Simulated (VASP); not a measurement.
# Ti (Im-3m) in VASP: a series of runs

The runs below take Ti through single point, with LDA, PBEsol, r2SCAN.

Everything below comes from runs of VASP 6.6.1. Logs are shortened: lines on timing, memory, paths and dates and some standing lists are left out, and cuts for length are marked.

## Step 1: The cell of the first run

The structure is cubic, space group Im-3m (No. 229). Conventional cell: a = 3.282 Å, b = 3.282 Å, c = 3.282 Å, α = 90.00°, β = 90.00°, γ = 90.00°. Within 3.7 Å of Ti (site symmetry m-3m) lie 14 Ti at 2.84 to 3.28 Å.

## Step 2: Single point, LDA

INCAR

```
  PREC = Accurate
  ENCUT = 520
  EDIFF = 1E-6
  ISMEAR = -1
  SIGMA = 0.05
  LREAL = F
  LASPH = T
  NELM = 60
  ALGO = Fast
  ISIF = 2
  LWAVE = F
  LCHARG = F
  NBANDS = 12
```

KPOINTS

```
Automatic mesh
0
Gamma
  7 7 7
```

POSCAR

```
Ti
1.0
   -1.6410000000      1.6410000000      1.6410000000
    1.6410000000     -1.6410000000      1.6410000000
    1.6410000000      1.6410000000     -1.6410000000
Ti
1
Direct
    0.0000000000      0.0000000000      0.0000000000
```

Potentials or basis: VASP PAW LDA potentials, release 64 (Ti_sv).

Command:

```
cat potpaw_LDA.64/Ti_sv/POTCAR > POTCAR
mpirun -np 1 vasp_std > vasp.out
```

OUTCAR:

```text
PREC = Accurate
   ENCUT = 520
   EDIFF = 1E-6
   ISMEAR = -1
   LREAL = F
   LASPH = T
   NELM = 60
   ISIF = 2

 ion  position               nearest neighbor table
   1  0.000  0.000  0.000-

  LATTYP: Found a body centered cubic cell.
 ALAT       =     3.2820000000

  Lattice vectors:

 A1 = (  -1.6410000000,   1.6410000000,   1.6410000000)
 A2 = (   1.6410000000,  -1.6410000000,   1.6410000000)
 A3 = (   1.6410000000,   1.6410000000,  -1.6410000000)

Analysis of symmetry for initial positions (statically):
=====================================================================
 Subroutine PRICEL returns:
 Original cell was already a primitive cell.

 Routine SETGRP: Setting up the symmetry group for a
 body centered cubic supercell.

 Subroutine GETGRP returns: Found 48 space group operations
[... 9 lines left out ...]

 Routine SETGRP: Setting up the symmetry group for a
 body centered cubic supercell.

 Subroutine GETGRP returns: Found 48 space group operations
[... 11 lines left out ...]
                                     Primitive cell

  volume of cell :      17.6761

  direct lattice vectors                    reciprocal lattice vectors
    -1.641000000  1.641000000  1.641000000     0.000000000  0.304692261  0.304692261
     1.641000000 -1.641000000  1.641000000     0.304692261  0.000000000  0.304692261
     1.641000000  1.641000000 -1.641000000     0.304692261  0.304692261  0.000000000

  length of vectors
     2.842295375  2.842295375  2.842295375     0.430899928  0.430899928  0.430899928

  position of ions in fractional coordinates (direct lattice)
     0.000000000  0.000000000  0.000000000

  ion indices of the primitive-cell ions
   primitive index   ion index
                 1           1

----------------------------------------------------------------------------------------

 KPOINTS: Automatic mesh

Automatic generation of k-mesh.
 Grid dimensions read from file:
 generate k-points for:    7    7    7

 Generating k-lattice:

  Cartesian coordinates                     Fractional coordinates (reciprocal lattice)
     0.000000000  0.043527466  0.043527466     0.142857143  0.000000000  0.000000000
     0.043527466  0.000000000  0.043527466     0.000000000  0.142857143  0.000000000
     0.043527466  0.043527466  0.000000000     0.000000000  0.000000000  0.142857143

  Length of vectors
     0.061557133  0.061557133  0.061557133

  Shift w.r.t. Gamma in fractional coordinates (k-lattice)
     0.000000000  0.000000000  0.000000000

 Subroutine IBZKPT returns following result:
 ===========================================

 Found     20 irreducible k-points:

 Following reciprocal coordinates:
            Coordinates               Weight
  0.000000  0.000000  0.000000      1.000000
  0.142857  0.000000  0.000000     12.000000
  0.285714  0.000000  0.000000     12.000000
  0.428571  0.000000  0.000000     12.000000
  0.142857  0.142857  0.000000     24.000000
  0.285714  0.142857  0.000000     48.000000
[... 12 lines left out ...]
 -0.428571 -0.428571  0.285714      8.000000
 -0.428571  0.428571  0.428571      6.000000
   k-points           NKPTS =     20   k-points in BZ     NKDIM =     20   number of bands    NBANDS=     12
   number of dos      NEDOS =    301   number of ions     NIONS =      1
   total plane-waves  NPLWV =  13824
   dimension x,y,z NGX =    24 NGY =   24 NGZ =   24
   dimension x,y,z NGXF=    48 NGYF=   48 NGZF=   48
   ions per type =               1
   NGX,Y,Z   is equivalent  to a cutoff of  14.04, 14.04, 14.04 a.u.
   NGXF,Y,Z  is equivalent  to a cutoff of  28.08, 28.08, 28.08 a.u.
 SYSTEM =  unknown system
   PREC   = accura    normal or accurate (medium, high low for compatibility)
   ISTART =      0    job   : 0-new  1-cont  2-samecut
   ICHARG =      2    charge: 1-file 2-atom 10-const
   ISPIN  =      1    spin polarized calculation?
   LNONCOLLINEAR =      F non collinear calculations
   LSORBIT =      F    spin-orbit coupling
   LASPH  =      T    aspherical Exc in radial PAW
   ENCUT  =  520.0 eV  38.22 Ry    6.18 a.u.   5.28  5.28  5.28*2*pi/ulx,y,z
   NELM   =     60;   NELMIN=  2; NELMDL= -5     # of ELM steps
   EDIFF  = 0.1E-05   stopping-criterion for ELM
   LREAL  =      F    real-space projection
   EDIFFG = 0.1E-04   stopping-criterion for IOM
   NSW    =      0    number of steps for IOM
   IBRION =     -1    ionic relax: 0-MD 1-quasi-New 2-CG
   NFREE  =      0    steps in history (QN), initial steepest desc. (CG)
   ISIF   =      2    stress and relaxation
   ISYM   =      2    0-nonsym 1-usesym 2-fastsym
   POTIM  = 0.5000    time-step for ionic-motion
   TEBEG  =    0.0;   TEEND  =   0.0 temperature during run
   PSTRESS=    0.0 pullay stress
   NELECT =      12.0000    total number of electrons
   NUPDOWN=      -1.0000    fix difference up-down
   EMIN   =  10.00;   EMAX   =-10.00  energy-range for DOS
   EFERMI =   0.00;   METHOD = LEGACY
   ISMEAR =    -1;   SIGMA  =   0.05  broadening in eV -4-tet -1-fermi 0-gaus
   EFERMI_NEDOS =   21; number of points for ismear=-14 and -15
   IALGO  =     68    algorithm
   IMIX   =      4    mixing-type and parameters
     AMIX     =   0.40;   BMIX     =  1.00
     AMIX_MAG =   1.60;   BMIX_MAG =  1.00
  volume/ion in A,a.u.               =      17.68       119.28
  Fermi-wavevector in a.u.,A,eV,Ry     =   1.438821  2.718977 28.166848  2.070205
  Thomas-Fermi vector in A             =   2.557745
   LORBIT       =      0    0 simple, 1 ext, 2 COOP (PROOUT), +10 PAW based schemes
   GGA     = CA    functional components
   LHFCALC =     F    Hartree Fock is set to
   AEXX    =    0.0000 exact exchange contribution
   IVDW    =     0    specifies the selected vdW correction
   LEPSILON=     F    determine dielectric tensor
   LRPA    =     F    only Hartree local field effects (RPA)
 non-spin polarized calculation
 RMM-DIIS sequential band-by-band and
  energy-cutoff  :      520.00
  volume of cell :       17.68
 maximum number of plane-waves:       487
 NGX is ok and might be reduce to    24
   NGX = 11   NGY = 11   NGZ = 11

 number of electron      12.0000001 magnetization

 Free energy of the ion-electron system (eV)
  ---------------------------------------------------
  ext. energy  EPLUGINS =         0.00000000
  ---------------------------------------------------
  free energy    TOTEN  =        -8.39468051 eV

  energy without entropy =       -8.37459245  energy(sigma->0) =       -8.38463648

 E-fermi :   7.6598     XC(G=0): -11.7032

 val. band max:        7.5806605533   @ k =  -0.4286   0.4286   0.1429
 cond. band min:       7.6921578012   @ k =   0.2857   0.0000   0.0000
 fundamental gap:      0.1114972479
 Fermi energy:         7.6597780778

 k-point     1 :       0.0000    0.0000    0.0000
  band No.  band energies     occupation
      1     -48.2609      2.00000
      2     -24.5048      2.00000
      3     -24.5048      2.00000
      4     -24.5048      2.00000
      5       1.8276      2.00000
      6       8.5556      0.00000
      7       8.5556      0.00000
      8       8.5556      0.00000
      9      10.2897      0.00000
     10      10.2897      0.00000
     11      25.0396      0.00000
     12      25.0396      0.00000

 k-point     2 :       0.1429    0.0000    0.0000
  band No.  band energies     occupation
      1     -48.2368      2.00000
      2     -24.6323      2.00000
      3     -24.5444      2.00000
      4     -24.5055      2.00000
      5       2.4948      2.00000
      6       8.2714      0.00001
      7       8.4309      0.00000
      8       9.0417      0.00000
      9      10.0370      0.00000
     10      10.3133      0.00000
     11      23.8425      0.00000
     12      24.7154      0.00000

 k-point     3 :       0.2857    0.0000    0.0000
  band No.  band energies     occupation
      1     -48.1823      2.00000
      2     -24.9112      2.00000
      3     -24.6323      2.00000
      4     -24.5072      2.00000
      5       4.1127      2.00000
      6       7.6922      0.68706
      7       7.9778      0.00345
      8      10.0580      0.00000
      9      10.2953      0.00000
     10      10.4244      0.00000
     11      20.2988      0.00000
     12      22.8293      0.00000

 k-point     4 :       0.4286    0.0000    0.0000
  band No.  band energies     occupation
      1     -48.1382      2.00000
      2     -25.1282      2.00000
      3     -24.7019      2.00000
      4     -24.5087      2.00000
      5       5.1674      2.00000
      6       7.2748      1.99909
      7       8.5274      0.00000
      8      10.2635      0.00000
      9      10.5805      0.00000
     10      11.5614      0.00000
     11      16.8377      0.00000
     12      21.2562      0.00000

 k-point     5 :       0.1429    0.1429    0.0000
  band No.  band energies     occupation
      1     -48.1975      2.00000
      2     -24.8222      2.00000
      3     -24.5933      2.00000
      4     -24.5348      2.00000
      5       3.6784      2.00000
      6       7.9175      0.01149
      7       7.9442      0.00675
      8       9.8297      0.00000
      9      10.0150      0.00000
     10      10.4924      0.00000
     11      22.1571      0.00000
     12      22.6703      0.00000

 k-point     6 :       0.2857    0.1429    0.0000
  band No.  band energies     occupation
      1     -48.1481      2.00000
      2     -25.0298      2.00000
      3     -24.7010      2.00000
      4     -24.5472      2.00000
      5       5.2453      2.00000
      6       7.3761      1.99315
      7       7.7104      0.53284
      8      10.0378      0.00000
      9      10.6407      0.00000
     10      11.5731      0.00000
     11      18.4787      0.00000
     12      20.7846      0.00000

 k-point     7 :       0.4286    0.1429    0.0000
  band No.  band energies     occupation
      1     -48.1259      2.00000
      2     -25.1167      2.00000
      3     -24.7551      2.00000
      4     -24.5499      2.00000
      5       5.6524      2.00000
      6       7.2390      1.99956
      7       8.1367      0.00014
      8      10.2033      0.00000
      9      10.8003      0.00000
     10      12.6332      0.00000
     11      16.1364      0.00000
     12      20.0288      0.00000

 k-point     8 :       0.2857    0.2857    0.0000
  band No.  band energies     occupation
      1     -48.1205      2.00000
      2     -25.0281      2.00000
      3     -24.8519      2.00000
      4     -24.5810      2.00000
      5       6.3944      2.00000
      6       7.0144      2.00000
      7       7.4857      1.94037
      8      10.2704      0.00000
      9      10.6574      0.00000
     10      13.7341      0.00000
     11      17.0833      0.00000
     12      17.2313      0.00000
[... 106 lines left out ...]
 k-point    16 :      -0.4286   -0.4286    0.1429
  band No.  band energies     occupation
      1     -48.0990      2.00000
      2     -25.0515      2.00000
      3     -24.8743      2.00000
      4     -24.6415      2.00000
      5       6.3386      2.00000
      6       6.9790      2.00000
      7       7.7869      0.14583
      8       9.9462      0.00000
      9      11.0856      0.00000
     10      14.0036      0.00000
     11      16.0678      0.00000
     12      18.2279      0.00000

 k-point    17 :      -0.2857    0.2857    0.2857
  band No.  band energies     occupation
      1     -48.1178      2.00000
      2     -24.8950      2.00000
      3     -24.7741      2.00000
      4     -24.7741      2.00000
      5       5.6155      2.00000
      6       7.1811      1.99986
      7       9.1383      0.00000
      8       9.1383      0.00000
      9      10.2224      0.00000
     10      11.4033      0.00000
     11      21.1764      0.00000
     12      21.1764      0.00000

 k-point    18 :      -0.4286    0.4286    0.2857
  band No.  band energies     occupation
      1     -48.0818      2.00000
      2     -25.0137      2.00000
      3     -24.8512      2.00000
      4     -24.7888      2.00000
      5       6.1141      2.00000
      6       6.4472      2.00000
      7       9.2562      0.00000
      8       9.6122      0.00000
      9      11.3146      0.00000
     10      13.1569      0.00000
     11      17.2707      0.00000
     12      19.1631      0.00000

 k-point    19 :      -0.4286   -0.4286    0.2857
  band No.  band energies     occupation
      1     -48.0653      2.00000
      2     -24.9693      2.00000
      3     -24.9693      2.00000
      4     -24.8054      2.00000
      5       6.0973      2.00000
      6       6.0973      2.00000
      7       9.2573      0.00000
      8      10.9634      0.00000
      9      10.9634      0.00000
     10      15.8579      0.00000
     11      15.8579      0.00000
     12      16.5369      0.00000

 k-point    20 :      -0.4286    0.4286    0.4286
  band No.  band energies     occupation
      1     -48.0502      2.00000
      2     -24.9562      2.00000
      3     -24.9324      2.00000
      4     -24.9324      2.00000
      5       5.7542      2.00000
      6       5.7862      2.00000
      7      10.8778      0.00000
      8      10.8778      0.00000
      9      11.2728      0.00000
     10      14.6958      0.00000
     11      16.8158      0.00000
     12      16.8158      0.00000

------------------------ aborting loop because EDIFF is reached ----------------------------------------

  FORCE on cell =-STRESS in cart. coord.  units (eV):
  Direction    XX          YY          ZZ          XY          YZ          ZX
  --------------------------------------------------------------------------------------
  -------------------------------------------------------------------------------------
  Total       -1.0590431     -1.0590431     -1.0590431      0.0000000      0.0000000     -0.0000000
  in kB      -95.9927572    -95.9927572    -95.9927572      0.0000000      0.0000000     -0.0000000
  external PRESSURE =     -95.9927572 kB  Pullay stress =       0.0000000 kB

 VOLUME and BASIS-vectors are now :
 -----------------------------------------------------------------------------
  energy-cutoff  :      520.00
  volume of cell :       17.68
      direct lattice vectors                 reciprocal lattice vectors
    -1.641000000  1.641000000  1.641000000     0.000000000  0.304692261  0.304692261
     1.641000000 -1.641000000  1.641000000     0.304692261  0.000000000  0.304692261
     1.641000000  1.641000000 -1.641000000     0.304692261  0.304692261  0.000000000

 POSITION                                       TOTAL-FORCE (eV/Angst)
 -----------------------------------------------------------------------------------
      0.00000      0.00000      0.00000        -0.000000      0.000000     -0.000000
 -----------------------------------------------------------------------------------
    total drift:                               -0.000000      0.000000      0.000000

  FREE ENERGIE OF THE ION-ELECTRON SYSTEM (eV)
  ---------------------------------------------------
  free  energy   TOTEN  =        -8.3946805069 eV

  energy  without entropy=       -8.3745924465  energy(sigma->0) =       -8.38463648
```

Run time: 13 s. Hardware: 1 thread of AMD EPYC 7R13, shared host; peak memory 0.09 GiB.

Results:

- Free energy: -8.3947 eV
- Pressure: -9.6 GPa
- Band gap on the k mesh: zero (band 6 reaches 8.56 eV, above the bottom of band 7 at 7.16 eV)

Levels at points of the mesh, in eV from the Fermi level:
| k point | band 3 | band 4 | band 5 | band 6 | band 7 | band 8 | band 9 | band 10 |
| --- | --- | --- | --- | --- | --- | --- | --- | --- |
| (0.00, 0.00, 0.00) | -32.16 | -32.16 | -5.83 | 0.90 | 0.90 | 0.90 | 2.63 | 2.63 |

Caveat: the k points lie up to 0.39 Å⁻¹ apart.

## Step 3: Single point, PBEsol

INCAR

```
SYSTEM = Ti
ALGO = Normal
EDIFF = 1E-6
ENCUT = 520
GGA = PS
ISIF = 2
ISMEAR = -1
LASPH = .TRUE.
LCHARG = .FALSE.
LREAL = .FALSE.
LWAVE = .FALSE.
NBANDS = 12
NELM = 100
PREC = Accurate
SIGMA = 0.05
```

KPOINTS

```
k-points
0
G
  7 7 7
  0 0 0
```

POSCAR is that of step 2.

Potentials or basis: VASP PAW PBE potentials, release 64 (Ti_sv).

Command:

```
cat potpaw_PBE.64/Ti_sv/POTCAR > POTCAR
mpirun -np 1 vasp_std > vasp.out
```

It took 7.1 s on 1 thread of AMD EPYC 7R13, shared host; peak memory 0.11 GiB.

It converged, with:

| Item | Value |
| --- | --- |
| Free energy | -8.2152 eV |
| Pressure | -6.0 GPa |
| Band gap on the k mesh | zero (band 6 reaches 8.71 eV, above the bottom of band 7 at 7.26 eV) |

Levels at points of the mesh, in eV from the Fermi level:
| k point | band 4 | band 5 | band 6 | band 7 | band 8 | band 9 |
| --- | --- | --- | --- | --- | --- | --- |
| (0.00, 0.00, 0.00) | -32.35 | -5.91 | 0.94 | 0.94 | 0.94 | 2.67 |

Caveat: the k points lie up to 0.39 Å⁻¹ apart; the PAW data sets were made with another functional, which shifts forces and pressure a little.

## Step 4: Single point, r2SCAN

POSCAR is that of step 3.

INCAR.step1

```
SYSTEM = Ti
ALGO = Normal ; EDIFF = 1E-4
ENCUT = 520 ; GGA = PE
ISMEAR = -1 ; LASPH = .True.
LCHARG = .False. ; LREAL = .False.
LWAVE = .True. ; NBANDS = 12
NELM = 60 ; PREC = Accurate
SIGMA = 0.05
```

INCAR.step2

```
SYSTEM = Ti
ALGO = Normal ; EDIFF = 1E-6
ENCUT = 520 ; ISIF = 2
ISMEAR = -1 ; ISTART = 1
LASPH = .True. ; LCHARG = .True.
LELF = .True. ; LMIXTAU = .True.
LREAL = .False. ; LVHAR = .True.
LWAVE = .False. ; METAGGA = R2SCAN
NBANDS = 12 ; NELM = 60
PREC = Accurate ; SIGMA = 0.05
```

KPOINTS

```
k-points
0
Gamma
  7 7 7
  0 0 0
```

Command:

```
cat potpaw_PBE.64/Ti_sv/POTCAR > POTCAR
cp INCAR.step1 INCAR
mpirun -np 1 vasp_std > vasp.out
cp INCAR.step2 INCAR
mpirun -np 1 vasp_std > vasp.out
```

It took 33 s on 1 thread of AMD EPYC 7R13, shared host; peak memory 0.11 GiB.

It converged, with:

| Item | Value |
| --- | --- |
| Free energy | -12.8270 eV |
| Pressure | -2.3 GPa |
| Band gap on the k mesh | zero (band 6 reaches 9.04 eV, above the bottom of band 7 at 7.35 eV) |

Levels at points of the mesh, in eV from the Fermi level:
```tsv
k point	band 4	band 5	band 6	band 7	band 8	band 9
(0.00, 0.00, 0.00)	-33.81	-6.31	1.10	1.10	1.10	2.83
```

Caveat: the k points lie up to 0.39 Å⁻¹ apart; the PAW data sets were made with another functional, which shifts forces and pressure a little.

## Step 5: The runs side by side

```tsv
level	potentials or basis	gap on the mesh (eV)	pressure (GPa)
LDA	VASP PAW LDA potentials, release 64 (Ti_sv)	none	-9.6
PBEsol	VASP PAW PBE potentials, release 64 (Ti_sv)	none	-6.0
r2SCAN	VASP PAW PBE potentials, release 64 (Ti_sv)	none	-2.3
```

Alike in all rows: task single point; no spin polarisation; cell as given; k mesh 7 × 7 × 7; cutoff (eV) 520; smearing fermi-dirac 0.05 eV.

Caveats: all runs use coarse meshes; the PAW data sets were made with another functional, which shifts forces and pressure a little (some runs).

Total energies depend on the potentials used, so only differences within one code and one set of settings carry meaning.
